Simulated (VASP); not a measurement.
**NaI: relaxation of cell and atoms with r2SCAN**

Crystal: NaI.

```
Na I
1.0
     0.00000    3.20026    3.20026
     3.20026    0.00000    3.20026
     3.20026    3.20026    0.00000
Na I
1 1
Direct
  0.00000 0.00000 0.00000
  0.50000 0.50000 0.50000
```

```json
{
  "Program": "VASP 6.6.1",
  "Task": "relaxation of cell and atoms",
  "Functional": "r2SCAN",
  "Potentials or basis": "VASP PAW PBE potentials, release 64 (Na_pv, I)",
  "Cutoff": "600 eV",
  "k mesh": "6 × 6 × 6",
  "Occupations": "gaussian, width 0.01 eV",
  "Spin": "no spin polarisation",
  "Target pressure": "5 GPa",
  "Dipole correction": "no",
  "Further INCAR settings": "ALGO = Normal; EDIFF = 1e-06; IBRION = 2; EDIFFG = -0.002; NSW = 100; ISIF = 3"
}
```

```
Relaxed volume                                             : 27.87 Å³/atom
Relaxed cell                                               : a = 4.288 Å, b = 4.288 Å, c = 4.288 Å, α = 60.00°, β = 60.00°, γ = 60.00°
Space group after relaxing (to 0.1 Å)                      : Fm-3m (No. 225)
Energy change on relaxing (the run minimises the enthalpy) : +71.5 meV/atom
Ionic steps                                                : 8
Pressure after relaxing                                    : 5.0 GPa
Band gap on the k mesh                                     : 5.16 eV
```

Step by step:
| step | energy change (eV) | largest force (eV/Å) | pressure (GPa) | volume (Å³) |
| --- | --- | --- | --- | --- |
| 1 | 0.0000 | 0.0000 | 0.40 | 65.55 |
| 2 | 0.1065 | 0.0000 | 4.14 | 57.03 |
| 3 | 0.1391 | 0.0000 | 4.98 | 55.86 |
| 4 | 0.1448 | 0.0000 | 5.06 | 55.68 |
| 5 | 0.1419 | 0.0000 | 4.90 | 55.77 |
| 6 | 0.1437 | 0.0000 | 5.09 | 55.71 |
| 7 | 0.1429 | 0.0000 | 4.99 | 55.74 |
| 8 | 0.1430 | 0.0000 | 5.01 | 55.73 |

Final structure:
```
Na I
1.0
     0.00000    3.03179    3.03179
     3.03179    0.00000    3.03179
     3.03179    3.03179    0.00000
Na I
1 1
Direct
  0.00000 0.00000 0.00000
  0.50000 0.50000 0.50000
```

Levels at points of the mesh, in eV from the valence-band top:
```
           k point  band 4  band 5  band 6  band 7  band 8  band 9  band 10  band 11
(0.00, 0.00, 0.00)  -11.98    0.00    0.00    0.00    5.16    8.41     8.41     8.41
(0.50, 0.00, 0.00)  -11.40   -3.00   -0.45   -0.45    5.74    8.20     8.20    11.18
(0.50, 0.50, 0.00)  -11.26   -2.68   -1.07   -1.07    5.34    5.58    12.17    12.80
```

Run time: 2.7 min on 1 thread of Intel(R) Xeon(R) 6975P-C (Granite Rapids), on a shared host, peak memory 0.23 GiB.

Caveat: the cell is relaxed towards a set pressure, so the run minimises the enthalpy, not the energy; the PAW data sets were made with another functional, which shifts forces and pressure a little; spin-orbit coupling is left out, which moves the levels of the heavy elements. A k mesh can miss the band edges.
